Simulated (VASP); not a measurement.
# LiSi16 (a cell with a defect) in VASP: a series of runs

LiSi16 (a cell with a defect) is run at these levels: PBEsol; tasks: single point.

Everything below comes from runs of VASP 6.6.1. Logs are shortened: lines on timing, memory, paths and dates and some standing lists are left out, and cuts for length are marked.

### Step 1. The cell of the first run

The cell holds a defect, 17 atoms: a = 7.679 Å, b = 7.679 Å, c = 7.679 Å, α = 60.00°, β = 60.00°, γ = 60.00°.

### Step 2. Single point, PBEsol

INCAR reads:

```
SYSTEM = LiSi16
PREC = Accurate
ENCUT = 520
EDIFF = 1E-6
ISMEAR = 0
SIGMA = 0.05
LREAL = Auto
LASPH = .True.
NELM = 80
ALGO = Normal
ISIF = 2
LWAVE = .False.
LCHARG = .False.
GGA = PS
NBANDS = 48
NELECT = 66.0
```

KPOINTS reads:

```
regular mesh
0
Gamma
  2 2 2
  0 0 0
```

POSCAR reads:

```
LiSi16
1.0
    0.0000000000      5.4300000000      5.4300000000
    5.4300000000      0.0000000000      5.4300000000
    5.4300000000      5.4300000000      0.0000000000
Si Li
16 1
Direct
   -0.0218721915      0.0072303867      0.0072211786
    0.1221199816      0.1216175875      0.1216069061
    0.0074546041     -0.0150709945      0.5037122468
    0.1221161142      0.1216223757      0.6344527624
    0.0074537753      0.5037228361     -0.0150808471
    0.1221166667      0.6344623389      0.1216120626
    0.0074286372      0.5037203499      0.5037098527
    0.1480657459      0.6172430939      0.6172325967
    0.4956523941      0.0001004604      0.0000873849
    0.6053558011      0.1314913444      0.1314795580
    0.4956513812      0.0001047882      0.5039650092
    0.6300570902      0.1173948435      0.6261784530
    0.4956520258      0.5039770718      0.0000918048
    0.6300564457      0.6261912523      0.1173825967
    0.5176943831      0.4940448435      0.4940317680
    0.6300371087      0.6261962247      0.6261833333
    0.9252672192      0.3581775322      0.3581683241
```

Potentials or basis: VASP PAW PBE potentials, release 64 (Si, Li_sv).

On the command line:

```console
$ cat potpaw_PBE.64/Si/POTCAR potpaw_PBE.64/Li_sv/POTCAR > POTCAR
$ mpirun -np 1 vasp_std > vasp.out
```

OUTCAR:

```text
SYSTEM = LiSi16
   PREC = Accurate
   ENCUT = 520
   EDIFF = 1E-6
   ISMEAR = 0
   LREAL = Auto
   LASPH = .True.
   NELM = 80
   ISIF = 2
   GGA = PS
   NELECT = 66.0

 ion  position               nearest neighbor table
   1  0.978  0.007  0.007-  10 2.34   2 2.34   6 2.34   4 2.34
   2  0.122  0.122  0.122-   1 2.34   9 2.34   5 2.40   3 2.40  17 2.59
   3  0.007  0.985  0.504-   8 2.31  17 2.36  12 2.37   4 2.40   2 2.40
   4  0.122  0.122  0.634-   1 2.34  11 2.34   3 2.40   7 2.40  17 2.59
   5  0.007  0.504  0.985-   8 2.31  17 2.36  14 2.37   6 2.40   2 2.40
   6  0.122  0.634  0.122-   1 2.34  13 2.34   5 2.40   7 2.40  17 2.59
   7  0.007  0.504  0.504-   8 2.31  17 2.36  16 2.37   6 2.40   4 2.40
   8  0.148  0.617  0.617-   7 2.31   3 2.31   5 2.31  15 2.32
   9  0.496  0.000  0.000-  10 2.34   2 2.34  12 2.35  14 2.35
  10  0.605  0.131  0.131-   1 2.34  11 2.34  13 2.34   9 2.34
  11  0.496  0.000  0.504-  10 2.34   4 2.34  16 2.35  12 2.35
  12  0.630  0.117  0.626-   9 2.35  11 2.35  15 2.36   3 2.37
  13  0.496  0.504  0.000-  10 2.34   6 2.34  16 2.35  14 2.35
  14  0.630  0.626  0.117-   9 2.35  13 2.35  15 2.36   5 2.37
  15  0.518  0.494  0.494-   8 2.32  16 2.36  14 2.36  12 2.36  17 2.56
  16  0.630  0.626  0.626-  13 2.35  11 2.35  15 2.36   7 2.37
  17  0.925  0.358  0.358-   3 2.36   7 2.36   5 2.36  15 2.56   2 2.59   4 2.59   6 2.59

  LATTYP: Found a face centered cubic cell.
 ALAT       =    10.8600000000

  Lattice vectors:

 A1 = (   0.0000000000,   5.4300000000,   5.4300000000)
 A2 = (   5.4300000000,   0.0000000000,   5.4300000000)
 A3 = (   5.4300000000,   5.4300000000,   0.0000000000)

Analysis of symmetry for initial positions (statically):
=====================================================================
 Subroutine PRICEL returns:
 Original cell was already a primitive cell.

 Routine SETGRP: Setting up the symmetry group for a
 face centered cubic supercell.

 Subroutine GETGRP returns: Found  2 space group operations
 (whereof  1 operations were pure point group operations)
 out of a pool of 48 trial point group operations.

The static configuration has the point symmetry C_1 .
 The point group associated with its full space group is C_1h.

Analysis of symmetry for dynamics (positions and initial velocities):
=====================================================================
 Subroutine PRICEL returns:
 Original cell was already a primitive cell.

 Routine SETGRP: Setting up the symmetry group for a
 face centered cubic supercell.

 Subroutine GETGRP returns: Found  2 space group operations
 (whereof  1 operations were pure point group operations)
 out of a pool of 48 trial point group operations.

The dynamic configuration has the point symmetry C_1 .
 The point group associated with its full space group is C_1h.

 Subroutine INISYM returns: Found  2 space group operations
 (whereof  1 operations are pure point group operations),
 and found     1 'primitive' translations

----------------------------------------------------------------------------------------

                                     Primitive cell

  volume of cell :     320.2060

  direct lattice vectors                    reciprocal lattice vectors
     0.000000000  5.430000000  5.430000000    -0.092081031  0.092081031  0.092081031
     5.430000000  0.000000000  5.430000000     0.092081031 -0.092081031  0.092081031
     5.430000000  5.430000000  0.000000000     0.092081031  0.092081031 -0.092081031

  length of vectors
     7.679179644  7.679179644  7.679179644     0.159489025  0.159489025  0.159489025

  position of ions in fractional coordinates (direct lattice)
     0.978127808  0.007230387  0.007221179
     0.122119982  0.121617587  0.121606906
     0.007454604  0.984929005  0.503712247
     0.122116114  0.121622376  0.634452762
     0.007453775  0.503722836  0.984919153
     0.122116667  0.634462339  0.121612063
[... 9 lines left out ...]
     0.630037109  0.626196225  0.626183333
     0.925267219  0.358177532  0.358168324

  ion indices of the primitive-cell ions
   primitive index   ion index
                 1           1
                 2           2
                 3           3
                 4           4
                 5           5
                 6           6
[... 9 lines left out ...]
                16          16
                17          17

----------------------------------------------------------------------------------------

 KPOINTS: regular mesh

Automatic generation of k-mesh.
 Grid dimensions read from file:
 generate k-points for:    2    2    2

 Generating k-lattice:

  Cartesian coordinates                     Fractional coordinates (reciprocal lattice)
    -0.046040516  0.046040516  0.046040516     0.500000000  0.000000000  0.000000000
     0.046040516 -0.046040516  0.046040516     0.000000000  0.500000000  0.000000000
     0.046040516  0.046040516 -0.046040516     0.000000000  0.000000000  0.500000000

  Length of vectors
     0.079744512  0.079744512  0.079744512

  Shift w.r.t. Gamma in fractional coordinates (k-lattice)
     0.000000000  0.000000000  0.000000000

 Subroutine IBZKPT returns following result:
 ===========================================

 Found      6 irreducible k-points:

 Following reciprocal coordinates:
            Coordinates               Weight
  0.000000  0.000000  0.000000      1.000000
  0.500000  0.000000  0.000000      1.000000
  0.000000  0.500000  0.000000      2.000000
  0.500000  0.500000  0.500000      1.000000
  0.500000  0.500000  0.000000      2.000000
  0.000000  0.500000  0.500000      1.000000
   k-points           NKPTS =      6   k-points in BZ     NKDIM =      6   number of bands    NBANDS=     48
   number of dos      NEDOS =    301   number of ions     NIONS =     17
   total plane-waves  NPLWV = 216000
   dimension x,y,z NGX =    60 NGY =   60 NGZ =   60
   dimension x,y,z NGXF=   120 NGYF=  120 NGZF=  120
   ions per type =              16   1
   NGX,Y,Z   is equivalent  to a cutoff of  12.99, 12.99, 12.99 a.u.
   NGXF,Y,Z  is equivalent  to a cutoff of  25.98, 25.98, 25.98 a.u.
 SYSTEM =  LiSi16
   PREC   = accura    normal or accurate (medium, high low for compatibility)
   ISTART =      0    job   : 0-new  1-cont  2-samecut
   ICHARG =      2    charge: 1-file 2-atom 10-const
   ISPIN  =      1    spin polarized calculation?
   LNONCOLLINEAR =      F non collinear calculations
   LSORBIT =      F    spin-orbit coupling
   LASPH  =      T    aspherical Exc in radial PAW
   ENCUT  =  520.0 eV  38.22 Ry    6.18 a.u.  14.28 14.28 14.28*2*pi/ulx,y,z
   NELM   =     80;   NELMIN=  2; NELMDL= -5     # of ELM steps
   EDIFF  = 0.1E-05   stopping-criterion for ELM
   LREAL  =      T    real-space projection
   EDIFFG = 0.1E-04   stopping-criterion for IOM
   NSW    =      0    number of steps for IOM
   IBRION =     -1    ionic relax: 0-MD 1-quasi-New 2-CG
   NFREE  =      0    steps in history (QN), initial steepest desc. (CG)
   ISIF   =      2    stress and relaxation
   ISYM   =      2    0-nonsym 1-usesym 2-fastsym
   POTIM  = 0.5000    time-step for ionic-motion
   TEBEG  =    0.0;   TEEND  =   0.0 temperature during run
   PSTRESS=    0.0 pullay stress
   NELECT =      66.0000    total number of electrons
   NUPDOWN=      -1.0000    fix difference up-down
   EMIN   =  10.00;   EMAX   =-10.00  energy-range for DOS
   EFERMI =   0.00;   METHOD = LEGACY
   ISMEAR =     0;   SIGMA  =   0.05  broadening in eV -4-tet -1-fermi 0-gaus
   EFERMI_NEDOS =   21; number of points for ismear=-14 and -15
   IALGO  =     38    algorithm
   IMIX   =      4    mixing-type and parameters
     AMIX     =   0.40;   BMIX     =  1.00
     AMIX_MAG =   1.60;   BMIX_MAG =  1.00
  volume/ion in A,a.u.               =      18.84       127.11
  Fermi-wavevector in a.u.,A,eV,Ry     =   0.967044  1.827449 12.723821  0.935174
  Thomas-Fermi vector in A             =   2.096897
   LORBIT       =      0    0 simple, 1 ext, 2 COOP (PROOUT), +10 PAW based schemes
   GGA     = PS    functional components
   LHFCALC =     F    Hartree Fock is set to
   AEXX    =    0.0000 exact exchange contribution
   IVDW    =     0    specifies the selected vdW correction
   LEPSILON=     F    determine dielectric tensor
   LRPA    =     F    only Hartree local field effects (RPA)
 non-spin polarized calculation
 Gauss-broadening in eV      SIGMA  =   0.05
  energy-cutoff  :      520.00
  volume of cell :      320.21
 maximum number of plane-waves:      8646
 NGX is ok and might be reduce to    60
   NGX = 29   NGY = 29   NGZ = 29

 number of electron      65.9999997 magnetization

 Free energy of the ion-electron system (eV)
  ---------------------------------------------------
  ext. energy  EPLUGINS =         0.00000000
  ---------------------------------------------------
  free energy    TOTEN  =       -98.65353869 eV

  energy without entropy =      -98.65353869  energy(sigma->0) =      -98.65353869

 E-fermi :   6.2452     XC(G=0):  -9.5880

 val. band max:        6.0151063197   @ k =   0.0000   0.0000   0.0000
 cond. band min:       6.4666986139   @ k =   0.0000   0.0000   0.0000
 fundamental gap:      0.4515922943
 Fermi energy:         6.2452332507

 k-point     1 :       0.0000    0.0000    0.0000
  band No.  band energies     occupation
      1     -39.7061      2.00000
      2      -5.9867      2.00000
      3      -3.7192      2.00000
      4      -3.6593      2.00000
      5      -3.6593      2.00000
      6      -3.6415      2.00000
[... 37 lines left out ...]
     44       8.2251      0.00000
     45       8.2253      0.00000

 k-point     2 :       0.5000    0.0000    0.0000
  band No.  band energies     occupation
      1     -39.7061      2.00000
      2      -5.2454      2.00000
      3      -5.1319      2.00000
      4      -3.3979      2.00000
      5      -3.3640      2.00000
      6      -3.3640      2.00000
[... 37 lines left out ...]
     44       9.5478      0.00000
     45       9.5478      0.00000

 k-point     3 :       0.0000    0.5000    0.0000
  band No.  band energies     occupation
      1     -39.7061      2.00000
      2      -5.2527      2.00000
      3      -5.1346      2.00000
      4      -3.4062      2.00000
      5      -3.3755      2.00000
      6      -3.3206      2.00000
[... 37 lines left out ...]
     44       9.5189      0.00000
     45       9.5682      0.00000

 k-point     4 :       0.5000    0.5000    0.5000
  band No.  band energies     occupation
      1     -39.7061      2.00000
      2      -5.2526      2.00000
      3      -5.1347      2.00000
      4      -3.4063      2.00000
      5      -3.3755      2.00000
      6      -3.3205      2.00000
[... 37 lines left out ...]
     44       9.5190      0.00000
     45       9.5683      0.00000

 k-point     5 :       0.5000    0.5000    0.0000
  band No.  band energies     occupation
      1     -39.7061      2.00000
      2      -4.9644      2.00000
      3      -4.8728      2.00000
      4      -3.9846      2.00000
      5      -3.9527      2.00000
      6      -3.9515      2.00000
[... 37 lines left out ...]
     44      10.1727      0.00000
     45      10.2188      0.00000

 k-point     6 :       0.0000    0.5000    0.5000
  band No.  band energies     occupation
      1     -39.7061      2.00000
      2      -4.9644      2.00000
      3      -4.8728      2.00000
      4      -3.9846      2.00000
      5      -3.9527      2.00000
      6      -3.9515      2.00000
[... 37 lines left out ...]
     44      10.1727      0.00000
     45      10.2188      0.00000
 [bands above 45 left out]

------------------------ aborting loop because EDIFF is reached ----------------------------------------

  FORCE on cell =-STRESS in cart. coord.  units (eV):
  Direction    XX          YY          ZZ          XY          YZ          ZX
  --------------------------------------------------------------------------------------
  -------------------------------------------------------------------------------------
  Total       -4.6351193     -4.6356981     -4.6356981      0.2689804     -0.2675512      0.2689803
  in kB      -23.1922038    -23.1950998    -23.1950998      1.3458655     -1.3387147      1.3458654
  external PRESSURE =     -23.1941345 kB  Pullay stress =       0.0000000 kB

 VOLUME and BASIS-vectors are now :
 -----------------------------------------------------------------------------
  energy-cutoff  :      520.00
  volume of cell :      320.21
      direct lattice vectors                 reciprocal lattice vectors
     0.000000000  5.430000000  5.430000000    -0.092081031  0.092081031  0.092081031
     5.430000000  0.000000000  5.430000000     0.092081031 -0.092081031  0.092081031
     5.430000000  5.430000000  0.000000000     0.092081031  0.092081031 -0.092081031

 POSITION                                       TOTAL-FORCE (eV/Angst)
 -----------------------------------------------------------------------------------
      0.07847      5.35044      5.35049        -0.049016      0.047842      0.047842
      1.32071      1.32344      1.32350         0.017387      0.035642      0.035642
      8.08332      2.77564      5.38864        -0.013732      0.012807      0.045087
      4.10549      4.10817      1.32350        -0.035257     -0.016831      0.035113
      8.08333      5.38859      2.77569        -0.013732      0.045087      0.012807
      4.10548      1.32345      4.10822        -0.035257      0.035113     -0.016831
[... 9 lines left out ...]
      6.80042      6.82128      6.82135        -0.003798      0.012677      0.012677
      3.88976      6.96906      6.96911         0.287263     -0.288747     -0.288747
 -----------------------------------------------------------------------------------
    total drift:                                0.002385      0.003091     -0.006110

  FREE ENERGIE OF THE ION-ELECTRON SYSTEM (eV)
  ---------------------------------------------------
  free  energy   TOTEN  =       -98.6535386868 eV

  energy  without entropy=      -98.6535386868  energy(sigma->0) =      -98.65353869
```

Run time: 5.4 min. Hardware: 1 thread of AMD EPYC 7R13, shared host; peak memory 0.48 GiB.

What came out:

```
Free energy   : -98.6535 eV
Largest force : 0.499 eV/Å
```

Forces in eV/Å, atoms in the order of the input:
```
Si  -0.049  0.048  0.048
Si   0.017  0.036  0.036
Si  -0.014  0.013  0.045
Si  -0.035 -0.017  0.035
Si  -0.014  0.045  0.013
Si  -0.035  0.035 -0.017
Si  -0.045  0.014  0.014
Si  -0.005  0.005  0.005
Si  -0.016  0.030  0.030
Si  -0.049  0.049  0.049
Si  -0.029  0.017  0.030
Si  -0.013  0.013  0.004
Si  -0.029  0.030  0.017
Si  -0.013  0.004  0.013
Si   0.044 -0.044 -0.044
Si  -0.004  0.013  0.013
Li   0.287 -0.289 -0.289
```

Levels at points of the mesh, in eV from the Fermi level:
```
           k point  band 31  band 32  band 33  band 34  band 35  band 36
(0.00, 0.00, 0.00)    -0.28    -0.23    -0.23     0.22     0.28     0.28
(0.50, 0.00, 0.00)    -1.05    -0.97    -0.97     0.89     0.96     0.96
(0.00, 0.50, 0.00)    -1.06    -0.98    -0.97     0.82     1.03     1.10
(0.50, 0.50, 0.50)    -1.06    -0.98    -0.97     0.82     1.03     1.10
(0.50, 0.50, 0.00)    -1.62    -1.55    -1.51     0.72     0.80     1.85
(0.00, 0.50, 0.50)    -1.62    -1.55    -1.51     0.72     0.80     1.85
```

Caveat: the k points lie up to 0.50 Å⁻¹ apart; the cell carries a net charge on a neutralising background, which shifts energy and pressure; the cell is charged against a uniform background, so pressure and absolute levels hang on convention; the cutoff is under 1.25 times the usual one of these potentials, so pressure, stress and relaxed cells hold a basis-set (Pulay) error; the PAW data sets were made with another functional, which shifts forces and pressure a little.

(Part 1 of 2 ends here.)
